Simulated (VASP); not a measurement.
# LaOs3 (Pm-3m) in VASP: further runs

LaOs3 is run at these levels: PBE; tasks: single point.

Everything below comes from runs of VASP 6.6.1. Logs are shortened: lines on timing, memory, paths and dates and some standing lists are left out, and cuts for length are marked.

### Step 1. The cell of the first run

Symmetry: Pm-3m, No. 221, cubic system. Conventional cell: a = 4.202 Å, b = 4.202 Å, c = 4.202 Å, α = 90.00°, β = 90.00°, γ = 90.00°. La (site symmetry m-3m) has 12 Os at 2.97 Å within 3.9 Å. Within 3.9 Å of Os (site symmetry 4/mmm) lie 4 La at 2.97 Å and 8 Os at 2.97 Å.

### Step 2. Single point, PBE (18.54 Å³/atom)

File INCAR:

```
SYSTEM = LaOs3
  ALGO = Normal
  EDIFF = 1E-6
  ENCUT = 520
  GGA = PE
  ISIF = 2
  ISMEAR = 0
  LASPH = .True.
  LCHARG = .False.
  LREAL = .False.
  LWAVE = .False.
  NBANDS = 26
  NELM = 80
  PREC = Accurate
  SIGMA = 0.05
```

File KPOINTS:

```
k-points
0
Gamma
  8 8 8
  0 0 0
```

File POSCAR:

```
LaOs3
1.0
    4.2016465719      0.0000000000      0.0000000000
    0.0000000000      4.2016465719      0.0000000000
    0.0000000000      0.0000000000      4.2016465719
La Os
1 3
Direct
    0.0000000000      0.0000000000      0.0000000000
    0.0000000000      0.5000000000      0.5000000000
    0.5000000000      0.5000000000      0.0000000000
    0.5000000000      0.0000000000      0.5000000000
```

Potentials or basis: VASP PAW PBE potentials, release 64 (La, Os).

On the command line:

```bash
$ cat potpaw_PBE.64/La/POTCAR potpaw_PBE.64/Os/POTCAR > POTCAR
$ mpirun -np 1 vasp_std > vasp.out
```

OUTCAR:

```text
SYSTEM = LaOs3
   EDIFF = 1E-6
   ENCUT = 520
   GGA = PE
   ISIF = 2
   ISMEAR = 0
   LASPH = .True.
   LREAL = .False.
   NELM = 80
   PREC = Accurate

 ion  position               nearest neighbor table
   1  0.000  0.000  0.000-   2 2.97   3 2.97   4 2.97   2 2.97   4 2.97   2 2.97   3 2.97   2 2.97
                             3 2.97   4 2.97   4 2.97   3 2.97
   2  0.000  0.500  0.500-   1 2.97   3 2.97   4 2.97   1 2.97   3 2.97   1 2.97   4 2.97   1 2.97
                             3 2.97   4 2.97   3 2.97   4 2.97
   3  0.500  0.500  0.000-   1 2.97   2 2.97   4 2.97   2 2.97   4 2.97   1 2.97   4 2.97   4 2.97
                             1 2.97   2 2.97   2 2.97   1 2.97
   4  0.500  0.000  0.500-   1 2.97   2 2.97   3 2.97   1 2.97   3 2.97   2 2.97   3 2.97   3 2.97
                             1 2.97   2 2.97   1 2.97   2 2.97

  LATTYP: Found a simple cubic cell.
 ALAT       =     4.2016465719

  Lattice vectors:

 A1 = (   4.2016465719,   0.0000000000,   0.0000000000)
 A2 = (   0.0000000000,   4.2016465719,   0.0000000000)
 A3 = (   0.0000000000,   0.0000000000,   4.2016465719)

Analysis of symmetry for initial positions (statically):
=====================================================================
 Subroutine PRICEL returns:
 Original cell was already a primitive cell.

 Routine SETGRP: Setting up the symmetry group for a
 simple cubic supercell.

 Subroutine GETGRP returns: Found 48 space group operations
 (whereof 48 operations were pure point group operations)
 out of a pool of 48 trial point group operations.

The static configuration has the point symmetry O_h .

Analysis of symmetry for dynamics (positions and initial velocities):
=====================================================================
 Subroutine PRICEL returns:
 Original cell was already a primitive cell.

 Routine SETGRP: Setting up the symmetry group for a
 simple cubic supercell.

 Subroutine GETGRP returns: Found 48 space group operations
 (whereof 48 operations were pure point group operations)
 out of a pool of 48 trial point group operations.

The dynamic configuration has the point symmetry O_h .

 Subroutine INISYM returns: Found 48 space group operations
 (whereof 48 operations are pure point group operations),
 and found     1 'primitive' translations

----------------------------------------------------------------------------------------

                                     Primitive cell

  volume of cell :      74.1752

  direct lattice vectors                    reciprocal lattice vectors
     4.201646572  0.000000000  0.000000000     0.238001932  0.000000000  0.000000000
     0.000000000  4.201646572  0.000000000     0.000000000  0.238001932  0.000000000
     0.000000000  0.000000000  4.201646572     0.000000000  0.000000000  0.238001932

  length of vectors
     4.201646572  4.201646572  4.201646572     0.238001932  0.238001932  0.238001932

  position of ions in fractional coordinates (direct lattice)
     0.000000000  0.000000000  0.000000000
     0.000000000  0.500000000  0.500000000
     0.500000000  0.500000000  0.000000000
     0.500000000  0.000000000  0.500000000

  ion indices of the primitive-cell ions
   primitive index   ion index
                 1           1
                 2           2
                 3           3
                 4           4

----------------------------------------------------------------------------------------

 KPOINTS: k-points

Automatic generation of k-mesh.
 Grid dimensions read from file:
 generate k-points for:    8    8    8

 Generating k-lattice:

  Cartesian coordinates                     Fractional coordinates (reciprocal lattice)
     0.029750241  0.000000000  0.000000000     0.125000000  0.000000000  0.000000000
     0.000000000  0.029750241  0.000000000     0.000000000  0.125000000  0.000000000
     0.000000000  0.000000000  0.029750241     0.000000000  0.000000000  0.125000000

  Length of vectors
     0.029750241  0.029750241  0.029750241

  Shift w.r.t. Gamma in fractional coordinates (k-lattice)
     0.000000000  0.000000000  0.000000000

 Subroutine IBZKPT returns following result:
 ===========================================

 Found     35 irreducible k-points:

 Following reciprocal coordinates:
            Coordinates               Weight
  0.000000  0.000000  0.000000      1.000000
  0.125000  0.000000  0.000000      6.000000
  0.250000  0.000000  0.000000      6.000000
  0.375000  0.000000  0.000000      6.000000
  0.500000  0.000000  0.000000      3.000000
  0.125000  0.125000  0.000000     12.000000
[... 16 lines left out ...]
  0.375000  0.375000  0.125000     24.000000
  0.500000  0.375000  0.125000     24.000000
 [... further k-points ...]
   k-points           NKPTS =     35   k-points in BZ     NKDIM =     35   number of bands    NBANDS=     26
   number of dos      NEDOS =    301   number of ions     NIONS =      4
   total plane-waves  NPLWV =  32768
[... 40 lines left out ...]
   GGA     = PE    functional components
   LHFCALC =     F    Hartree Fock is set to
   AEXX    =    0.0000 exact exchange contribution
   IVDW    =     0    specifies the selected vdW correction
   LEPSILON=     F    determine dielectric tensor
   LRPA    =     F    only Hartree local field effects (RPA)
 non-spin polarized calculation
 Gauss-broadening in eV      SIGMA  =   0.05
  energy-cutoff  :      520.00
  volume of cell :       74.18
 maximum number of plane-waves:      2021
 NGX is ok and might be reduce to    32
   NGX = 15   NGY = 15   NGZ = 15

 number of electron      35.0000003 magnetization

 Free energy of the ion-electron system (eV)
  ---------------------------------------------------
  ext. energy  EPLUGINS =         0.00000000
  ---------------------------------------------------
  free energy    TOTEN  =       -35.44285176 eV

  energy without entropy =      -35.43726188  energy(sigma->0) =      -35.44005682

 E-fermi :   8.0097     XC(G=0): -12.4967

 val. band max:        8.0013062483   @ k =   0.5000   0.1250   0.0000
 cond. band min:       8.0260603278   @ k =   0.5000   0.0000   0.0000
 fundamental gap:      0.0247540796
 Fermi energy:         8.0096762715

 k-point     1 :       0.0000    0.0000    0.0000
  band No.  band energies     occupation
      1     -22.2380      2.00000
      2      -6.2416      2.00000
      3      -6.2416      2.00000
      4      -6.2416      2.00000
      5       0.9507      2.00000
      6       3.2391      2.00000
[... 18 lines left out ...]
     25      12.4587      0.00000
     26      12.4706      0.00000

 k-point     2 :       0.1250    0.0000    0.0000
  band No.  band energies     occupation
      1     -22.2311      2.00000
      2      -6.3605      2.00000
      3      -6.2583      2.00000
      4      -6.2583      2.00000
      5       1.1816      2.00000
      6       3.4016      2.00000
[... 18 lines left out ...]
     25      12.5031      0.00000
     26      12.5031      0.00000

 k-point     3 :       0.2500    0.0000    0.0000
  band No.  band energies     occupation
      1     -22.2145      2.00000
      2      -6.6274      2.00000
      3      -6.2983      2.00000
      4      -6.2983      2.00000
      5       1.7976      2.00000
      6       3.8621      2.00000
[... 18 lines left out ...]
     25      12.7448      0.00000
     26      12.7448      0.00000

 k-point     4 :       0.3750    0.0000    0.0000
  band No.  band energies     occupation
      1     -22.1978      2.00000
      2      -6.8710      2.00000
      3      -6.3375      2.00000
      4      -6.3375      2.00000
      5       2.6184      2.00000
      6       4.2562      2.00000
[... 18 lines left out ...]
     25      12.9132      0.00000
     26      12.9139      0.00000
[... 496 lines left out ...]
      1     -22.1781      2.00000
      2      -6.8304      2.00000
      3      -6.5694      2.00000
      4      -6.4121      2.00000
      5       3.5173      2.00000
      6       4.4228      2.00000
[... 18 lines left out ...]
     25      12.7335      0.00000
     26      12.9239      0.00000

 k-point    23 :       0.3750    0.3750    0.1250
  band No.  band energies     occupation
      1     -22.1748      2.00000
      2      -6.7435      2.00000
      3      -6.6596      2.00000
      4      -6.4314      2.00000
      5       3.4856      2.00000
      6       4.3416      2.00000
[... 18 lines left out ...]
     25      12.6582      0.00000
     26      12.9539      0.00000

 k-point    24 :       0.5000    0.3750    0.1250
  band No.  band energies     occupation
      1     -22.1714      2.00000
      2      -6.7532      2.00000
      3      -6.6769      2.00000
      4      -6.4405      2.00000
      5       3.6908      2.00000
      6       4.3350      2.00000
[... 18 lines left out ...]
     25      12.6475      0.00000
     26      12.9981      0.00000

 [... further k-points ...]

------------------------ aborting loop because EDIFF is reached ----------------------------------------

  FORCE on cell =-STRESS in cart. coord.  units (eV):
  Direction    XX          YY          ZZ          XY          YZ          ZX
  --------------------------------------------------------------------------------------
  -------------------------------------------------------------------------------------
  Total       -3.1331321     -3.1331321     -3.1331321      0.0000000     -0.0000000      0.0000000
  in kB      -67.6753850    -67.6753850    -67.6753850      0.0000000     -0.0000000      0.0000000
  external PRESSURE =     -67.6753850 kB  Pullay stress =       0.0000000 kB

 VOLUME and BASIS-vectors are now :
 -----------------------------------------------------------------------------
  energy-cutoff  :      520.00
  volume of cell :       74.18
      direct lattice vectors                 reciprocal lattice vectors
     4.201646572  0.000000000  0.000000000     0.238001932  0.000000000  0.000000000
     0.000000000  4.201646572  0.000000000     0.000000000  0.238001932  0.000000000
     0.000000000  0.000000000  4.201646572     0.000000000  0.000000000  0.238001932

 POSITION                                       TOTAL-FORCE (eV/Angst)
 -----------------------------------------------------------------------------------
      0.00000      0.00000      0.00000         0.000000      0.000000      0.000000
      0.00000      2.10082      2.10082         0.000000      0.000000      0.000000
      2.10082      2.10082      0.00000         0.000000      0.000000      0.000000
      2.10082      0.00000      2.10082         0.000000      0.000000      0.000000
 -----------------------------------------------------------------------------------
    total drift:                                0.000000     -0.000000     -0.000000

  FREE ENERGIE OF THE ION-ELECTRON SYSTEM (eV)
  ---------------------------------------------------
  free  energy   TOTEN  =       -35.4428517612 eV

  energy  without entropy=      -35.4372618814  energy(sigma->0) =      -35.44005682
```

It took 63 s on 1 thread of Intel Xeon Platinum 8259CL at 2.50GHz (Skylake/Cascade Lake), shared host; peak memory 0.23 GiB.

Results:

```
Free energy            : -35.4429 eV
Pressure               : -6.8 GPa
Band gap on the k mesh : zero (an odd number of electrons rules out a gap without spin polarisation)
```

Levels at points of the mesh, in eV from the Fermi level:
| k point | band 15 | band 16 | band 17 | band 18 | band 19 | band 20 |
| --- | --- | --- | --- | --- | --- | --- |
| (0.00, 0.00, 0.00) | 0.80 | 0.80 | 2.00 | 2.43 | 2.43 | 2.43 |
| (0.50, 0.00, 0.00) | -0.73 | -0.56 | -0.49 | 0.02 | 0.02 | 1.05 |
| (0.50, 0.50, 0.00) | -0.72 | -0.60 | -0.43 | -0.43 | -0.24 | -0.06 |
| (0.50, 0.50, 0.50) | -0.44 | -0.44 | -0.15 | 2.01 | 2.01 | 2.01 |

Caveat: the cell stands under tension; spin-orbit coupling is left out, which moves the levels of the heavy elements.

### Step 3. Single point, PBE

This run uses another cell than the first one, of 18.87 Å³/atom.

File INCAR:

```
SYSTEM = LaOs3
PREC     = Accurate       ! precision mode
ENCUT    = 520            ! plane-wave cutoff, eV
EDIFF    = 1E-6           ! SCF threshold, eV
ISMEAR   = 0              ! smearing method
SIGMA    = 0.05           ! smearing width, eV
LREAL    = .FALSE.        ! projectors in reciprocal space
LASPH    = .TRUE.         ! aspherical terms in the spheres
NELM     = 80             ! most SCF steps
ALGO     = Normal         ! electronic algorithm
ISIF     = 2              ! what is computed and relaxed
LWAVE    = .FALSE.        ! write WAVECAR
LCHARG   = .FALSE.        ! write CHGCAR
GGA      = PE             ! functional
NBANDS   = 26             ! bands
```

File KPOINTS:

```
Automatic mesh
0
G
  8 8 8
  0 0 0
```

File POSCAR:

```
LaOs3
1.0
    4.2257675158      0.0000000000      0.0000000000
    0.0000000000      4.2257675158      0.0000000000
    0.0000000000      0.0000000000      4.2257675158
La Os
1 3
Direct
    0.0000000000      0.0000000000      0.0000000000
    0.0000000000      0.5000000000      0.5000000000
    0.5000000000      0.5000000000      0.0000000000
    0.5000000000      0.0000000000      0.5000000000
```

Potentials or basis: VASP PAW PBE potentials, release 64 (La, Os).

On the command line:

```bash
$ cat potpaw_PBE.64/La/POTCAR potpaw_PBE.64/Os/POTCAR > POTCAR
$ mpirun -np 1 vasp_std > vasp.out
```

Wall time 61 s (1 thread of Intel Xeon Platinum 8259CL at 2.50GHz (Skylake/Cascade Lake), shared host); peak memory 0.23 GiB.

It converged, with:

```
Free energy            : -35.3787 eV
Pressure               : -9.4 GPa
Band gap on the k mesh : zero (an odd number of electrons rules out a gap without spin polarisation)
```

Levels at points of the mesh, in eV from the Fermi level:
```csv
k point,band 14,band 15,band 16,band 17,band 18,band 19,band 20,band 21
"(0.00, 0.00, 0.00)",-0.96,0.79,0.79,1.95,2.37,2.37,2.37,3.30
"(0.50, 0.00, 0.00)",-1.64,-0.70,-0.53,-0.52,0.02,0.02,1.03,2.38
"(0.50, 0.50, 0.00)",-1.41,-0.73,-0.57,-0.43,-0.43,-0.22,-0.05,0.30
"(0.50, 0.50, 0.50)",-1.11,-0.42,-0.42,-0.12,1.96,1.96,1.96,3.21
```

Caveat: the cell stands under tension; spin-orbit coupling is left out, which moves the levels of the heavy elements.

### Step 4. Single point, PBE (19.08 Å³/atom)

This run uses another cell than the first one, of 19.08 Å³/atom.

File INCAR:

```
SYSTEM = LaOs3
ALGO     = Normal         ! electronic algorithm
EDIFF    = 1E-6           ! SCF threshold, eV
ENCUT    = 520            ! plane-wave cutoff, eV
GGA      = PE             ! functional
ISIF     = 2              ! what is computed and relaxed
ISMEAR   = 0              ! smearing method
LASPH    = .TRUE.         ! aspherical terms in the spheres
LCHARG   = .FALSE.        ! write CHGCAR
LREAL    = .FALSE.        ! projectors in reciprocal space
LWAVE    = .FALSE.        ! write WAVECAR
NBANDS   = 26             ! bands
NELM     = 60             ! most SCF steps
PREC     = Accurate       ! precision mode
SIGMA    = 0.05           ! smearing width, eV
```

File KPOINTS:

```
k-points
0
G
  8 8 8
  0 0 0
```

File POSCAR:

```
LaOs3
1.0
    4.2416646620      0.0000000000      0.0000000000
    0.0000000000      4.2416646620      0.0000000000
    0.0000000000      0.0000000000      4.2416646620
La Os
1 3
Direct
    0.0000000000      0.0000000000      0.0000000000
    0.0000000000      0.5000000000      0.5000000000
    0.5000000000      0.5000000000      0.0000000000
    0.5000000000      0.0000000000      0.5000000000
```

On the command line:

```bash
$ cat potpaw_PBE.64/La/POTCAR potpaw_PBE.64/Os/POTCAR > POTCAR
$ mpirun -np 1 vasp_std > vasp.out
```

Wall time 64 s (1 thread of Intel Xeon Platinum 8259CL at 2.50GHz (Skylake/Cascade Lake), shared host); peak memory 0.23 GiB.

It converged, with:

```
Free energy            : -35.3249 eV
Pressure               : -11.0 GPa
Band gap on the k mesh : zero (an odd number of electrons rules out a gap without spin polarisation)
```

Levels at points of the mesh, in eV from the Fermi level:
| k point | band 15 | band 16 | band 17 | band 18 | band 19 | band 20 |
| --- | --- | --- | --- | --- | --- | --- |
| (0.00, 0.00, 0.00) | 0.77 | 0.77 | 1.92 | 2.33 | 2.33 | 2.33 |
| (0.50, 0.00, 0.00) | -0.68 | -0.53 | -0.52 | 0.02 | 0.02 | 1.01 |
| (0.50, 0.50, 0.00) | -0.74 | -0.56 | -0.42 | -0.42 | -0.20 | -0.04 |
| (0.50, 0.50, 0.50) | -0.40 | -0.40 | -0.10 | 1.93 | 1.93 | 1.93 |

Caveat: the cell stands under tension; spin-orbit coupling is left out, which moves the levels of the heavy elements.

### Step 5. Single point, PBE (19.61 Å³/atom)

This run uses another cell than the first one, of 19.61 Å³/atom.

File INCAR:

```
ALGO = Normal
EDIFF = 1E-6
ENCUT = 520
GGA = PE
ISIF = 2
ISMEAR = 0
LASPH = True
LCHARG = True
LELF = True
LREAL = False
LVHAR = True
LWAVE = False
NBANDS = 26
NELM = 60
PREC = Accurate
SIGMA = 0.05
```

File KPOINTS:

```
k-points
0
Gamma
  8 8 8
```

File POSCAR:

```
LaOs3
1.0
    4.2809415695      0.0000000000      0.0000000000
    0.0000000000      4.2809415695      0.0000000000
    0.0000000000      0.0000000000      4.2809415695
La Os
1 3
Direct
    0.0000000000      0.0000000000      0.0000000000
    0.0000000000      0.5000000000      0.5000000000
    0.5000000000      0.5000000000      0.0000000000
    0.5000000000      0.0000000000      0.5000000000
```

On the command line:

```bash
$ cat potpaw_PBE.64/La/POTCAR potpaw_PBE.64/Os/POTCAR > POTCAR
$ mpirun -np 1 vasp_std > vasp.out
```

It took 76 s on 1 thread of Intel Xeon Platinum 8259CL at 2.50GHz (Skylake/Cascade Lake), shared host; peak memory 0.23 GiB.

It converged, with:

* Free energy: -35.1554 eV
* Pressure: -14.5 GPa
* Band gap on the k mesh: zero (an odd number of electrons rules out a gap without spin polarisation)

Levels at points of the mesh, in eV from the Fermi level:
| k point | band 14 | band 15 | band 16 | band 17 | band 18 | band 19 | band 20 | band 21 | band 22 | band 23 |
| --- | --- | --- | --- | --- | --- | --- | --- | --- | --- | --- |
| (0.00, 0.00, 0.00) | -0.88 | 0.74 | 0.74 | 1.85 | 2.23 | 2.23 | 2.23 | 3.20 | 3.20 | 3.20 |
| (0.50, 0.00, 0.00) | -1.57 | -0.64 | -0.56 | -0.49 | 0.02 | 0.02 | 0.97 | 2.23 | 3.04 | 3.04 |
| (0.50, 0.50, 0.00) | -1.37 | -0.76 | -0.52 | -0.42 | -0.42 | -0.17 | -0.02 | 0.29 | 3.28 | 3.28 |
| (0.50, 0.50, 0.50) | -1.04 | -0.37 | -0.37 | -0.06 | 1.85 | 1.85 | 1.85 | 3.05 | 3.05 | 3.05 |

Caveat: the cell stands under tension; spin-orbit coupling is left out, which moves the levels of the heavy elements.

### Step 6. The runs side by side

```tsv
cell	gap on the mesh (eV)	pressure (GPa)
a = 4.202 Å, 4 atoms	none	-6.8
a = 4.226 Å, 4 atoms	none	-9.4
a = 4.242 Å, 4 atoms	none	-11.0
a = 4.281 Å, 4 atoms	none	-14.5
```

Alike in all rows: task single point; level PBE; potentials or basis VASP PAW PBE potentials, release 64 (La, Os); no spin polarisation; k mesh 8 × 8 × 8; cutoff (eV) 520; smearing gaussian 0.05 eV.

Caveats: the cell stands under tension; spin-orbit coupling is left out, which moves the levels of the heavy elements.

Absolute energies hang on the potentials; compare differences alone.
